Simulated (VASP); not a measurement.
# H2CClF in VASP: single point with PBE+D3(BJ)

Aim: the single point of H2CClF with PBE+D3(BJ).

All numbers are computed with VASP 6.6.1; they aren't measurements. Logs are shortened: lines on timing, memory, paths and dates and some standing lists are left out, and cuts for length are marked.

### 1 The cell of the first run

The cell holds a molecule in a box, 5 atoms: a = 11.200 Å, b = 11.000 Å, c = 11.700 Å, α = 90.00°, β = 90.00°, γ = 90.00°.

### 2 Single point, PBE+D3(BJ)

INCAR reads:

```
PREC = Accurate ; ENCUT = 910
EDIFF = 1E-6 ; ISMEAR = 0
SIGMA = 0.01 ; LREAL = False
LASPH = True ; NELM = 120
ALGO = Normal ; ISIF = 2
LWAVE = False ; LCHARG = False
GGA = PE ; IVDW = 12
NBANDS = 18 ; GGA_COMPAT = False
NELMDL = -8
```

KPOINTS reads:

```
Automatic mesh
0
Gamma
  1 1 1
```

POSCAR reads:

```
H2CClF
1.0
   11.2000000000      0.0000000000      0.0000000000
    0.0000000000     11.0000000000      0.0000000000
    0.0000000000      0.0000000000     11.7000000000
H C Cl F
2 1 1 1
Direct
    0.4892226998      0.5819104833      0.4773745938
    0.5988413134      0.4807730752      0.5430090486
    0.5121060263      0.4881773424      0.5002596292
    0.4010352872      0.4345455042      0.5972361845
    0.5135488866      0.4183880601      0.4030055876
```

Potentials or basis: VASP PAW PBE potentials, release 64 (H_h, C_h, Cl, F_h).

Launch:

```bash
$ cat potpaw_PBE.64/H_h/POTCAR potpaw_PBE.64/C_h/POTCAR potpaw_PBE.64/Cl/POTCAR potpaw_PBE.64/F_h/POTCAR > POTCAR
$ mpirun -np 1 vasp_gam > vasp.out
```

OUTCAR:

```text
PREC = Accurate
   ENCUT = 910
   EDIFF = 1E-6
   ISMEAR = 0
   LREAL = False
   LASPH = True
   NELM = 120
   ISIF = 2
   GGA = PE
   IVDW = 12
   NELMDL = -8
 IVDW          = 12

 ion  position               nearest neighbor table
   1  0.489  0.582  0.477-   3 1.10
   2  0.599  0.481  0.543-   3 1.10
   3  0.512  0.488  0.500-   1 1.10   2 1.10   5 1.37   4 1.78
   4  0.401  0.435  0.597-   3 1.78
   5  0.514  0.418  0.403-   3 1.37

  LATTYP: Found a simple orthorhombic cell.
 ALAT       =    11.0000000000
 B/A-ratio  =     1.0181818182
 C/A-ratio  =     1.0636363636

  Lattice vectors:

 A1 = (   0.0000000000, -11.0000000000,   0.0000000000)
 A2 = (  11.2000000000,   0.0000000000,   0.0000000000)
 A3 = (   0.0000000000,   0.0000000000,  11.7000000000)

Analysis of symmetry for initial positions (statically):
=====================================================================
 Subroutine PRICEL returns:
 Original cell was already a primitive cell.

 Routine SETGRP: Setting up the symmetry group for a
 simple orthorhombic supercell.

 Subroutine GETGRP returns: Found  1 space group operations
 (whereof  1 operations were pure point group operations)
 out of a pool of  8 trial point group operations.

The static configuration has the point symmetry C_1 .

Analysis of symmetry for dynamics (positions and initial velocities):
=====================================================================
 Subroutine PRICEL returns:
 Original cell was already a primitive cell.

 Routine SETGRP: Setting up the symmetry group for a
 simple orthorhombic supercell.

 Subroutine GETGRP returns: Found  1 space group operations
 (whereof  1 operations were pure point group operations)
 out of a pool of  8 trial point group operations.

The dynamic configuration has the point symmetry C_1 .

 Subroutine INISYM returns: Found  1 space group operations
 (whereof  1 operations are pure point group operations),
 and found     1 'primitive' translations

----------------------------------------------------------------------------------------

                                     Primitive cell

[... 67 lines left out ...]
   LNONCOLLINEAR =      F non collinear calculations
   LSORBIT =      F    spin-orbit coupling
   LASPH  =      T    aspherical Exc in radial PAW
   ENCUT  =  910.0 eV  66.88 Ry    8.18 a.u.  27.55 27.06 28.78*2*pi/ulx,y,z
   NELM   =    120;   NELMIN=  2; NELMDL= -8     # of ELM steps
   EDIFF  = 0.1E-05   stopping-criterion for ELM
   LREAL  =      F    real-space projection
   EDIFFG = 0.1E-04   stopping-criterion for IOM
   NSW    =      0    number of steps for IOM
   IBRION =     -1    ionic relax: 0-MD 1-quasi-New 2-CG
   NFREE  =      0    steps in history (QN), initial steepest desc. (CG)
   ISIF   =      2    stress and relaxation
   ISYM   =      2    0-nonsym 1-usesym 2-fastsym
   POTIM  = 0.5000    time-step for ionic-motion
   TEBEG  =    0.0;   TEEND  =   0.0 temperature during run
   PSTRESS=    0.0 pullay stress
   NELECT =      20.0000    total number of electrons
   NUPDOWN=      -1.0000    fix difference up-down
   EMIN   =  10.00;   EMAX   =-10.00  energy-range for DOS
   EFERMI =   0.00;   METHOD = LEGACY
   ISMEAR =     0;   SIGMA  =   0.01  broadening in eV -4-tet -1-fermi 0-gaus
   EFERMI_NEDOS =   21; number of points for ismear=-14 and -15
   IALGO  =     38    algorithm
   IMIX   =      4    mixing-type and parameters
     AMIX     =   0.40;   BMIX     =  1.00
     AMIX_MAG =   1.60;   BMIX_MAG =  1.00
  volume/ion in A,a.u.               =     288.29      1945.46
  Fermi-wavevector in a.u.,A,eV,Ry     =   0.393386  0.743392  2.105540  0.154753
  Thomas-Fermi vector in A             =   1.337407
   LORBIT       =      0    0 simple, 1 ext, 2 COOP (PROOUT), +10 PAW based schemes
   GGA     = PE    functional components
   LHFCALC =     F    Hartree Fock is set to
   AEXX    =    0.0000 exact exchange contribution
   IVDW    =    12    specifies the selected vdW correction
   LEPSILON=     F    determine dielectric tensor
   LRPA    =     F    only Hartree local field effects (RPA)
 non-spin polarized calculation
 Gauss-broadening in eV      SIGMA  =   0.01
  energy-cutoff  :      910.00
  volume of cell :     1441.44
 maximum number of plane-waves:     44959
 NGX is ok and might be reduce to   112
   NGX = 55   NGY = 55   NGZ = 57

 number of electron      20.0000001 magnetization

 Free energy of the ion-electron system (eV)
  ---------------------------------------------------
  ext. energy  EPLUGINS =         0.00000000
  ---------------------------------------------------
  free energy    TOTEN  =       -22.64843649 eV

  energy without entropy =      -22.64843649  energy(sigma->0) =      -22.64843649

 E-fermi :  -7.1294     XC(G=0):  -0.7308

 val. band max:       -7.1982922075   @ k =   0.0000   0.0000   0.0000
 cond. band min:      -0.6999526026   @ k =   0.0000   0.0000   0.0000
 fundamental gap:      6.4983396050
 Fermi energy:        -7.1294174772

 k-point     1 :       0.0000    0.0000    0.0000
  band No.  band energies     occupation
      1     -30.5802      2.00000
      2     -21.4138      2.00000
      3     -16.8024      2.00000
      4     -12.8057      2.00000
      5     -12.6576      2.00000
      6     -11.8237      2.00000
[... 10 lines left out ...]
     17       1.0728      0.00000
     18       1.1422      0.00000

------------------------ aborting loop because EDIFF is reached ----------------------------------------

 Edisp (eV)   -0.06418

 E8    (eV) :    -0.0197

  FORCE on cell =-STRESS in cart. coord.  units (eV):
  Direction    XX          YY          ZZ          XY          YZ          ZX
  --------------------------------------------------------------------------------------
  -------------------------------------------------------------------------------------
  Total      -0.22595    -0.12384    -0.12858    -0.03774     0.09347     0.08008
  in kB      -0.25115    -0.13765    -0.14291    -0.04195     0.10389     0.08901
  external pressure =       -0.18 kB  Pullay stress =        0.00 kB

 VOLUME and BASIS-vectors are now :
 -----------------------------------------------------------------------------
  energy-cutoff  :      910.00
  volume of cell :     1441.44
      direct lattice vectors                 reciprocal lattice vectors
    11.200000000  0.000000000  0.000000000     0.089285714  0.000000000  0.000000000
     0.000000000 11.000000000  0.000000000     0.000000000  0.090909091  0.000000000
     0.000000000  0.000000000 11.700000000     0.000000000  0.000000000  0.085470085

 POSITION                                       TOTAL-FORCE (eV/Angst)
 -----------------------------------------------------------------------------------
      5.47929      6.40102      5.58528         0.001669      0.006655      0.002770
      6.70702      5.28850      6.35321         0.003992      0.004890      0.004182
      5.73559      5.36995      5.85304        -0.075336     -0.003188      0.115663
      4.49160      4.78000      6.98766         0.070159      0.033626     -0.063376
      5.75175      4.60227      4.71517        -0.000485     -0.041983     -0.059239
 -----------------------------------------------------------------------------------
    total drift:                               -0.000296     -0.001255     -0.000831

  FREE ENERGIE OF THE ION-ELECTRON SYSTEM (eV)
  ---------------------------------------------------
  free  energy   TOTEN  =       -22.7126165236 eV

  energy  without entropy=      -22.7126165236  energy(sigma->0) =      -22.71261652
```

It took 3.8 min on 1 thread of AMD EPYC 7R13 (Zen 3), shared host; peak memory 2.1 GiB.

What came out:

```
Free energy                     : -22.7126 eV
Largest force                   : 0.138 eV/Å
Gap between the frontier levels : 6.50 eV
Dispersion energy per atom      : -0.013 eV
```

Forces in eV/Å, atoms in the order of the input:
```
H    0.002  0.007  0.003
H    0.004  0.005  0.004
C   -0.075 -0.003  0.116
Cl   0.070  0.034 -0.063
F    0.000 -0.042 -0.059
```

Caveat: the cutoff is under 1.25 times the usual one of these potentials, so pressure, stress and relaxed cells hold a basis-set (Pulay) error.
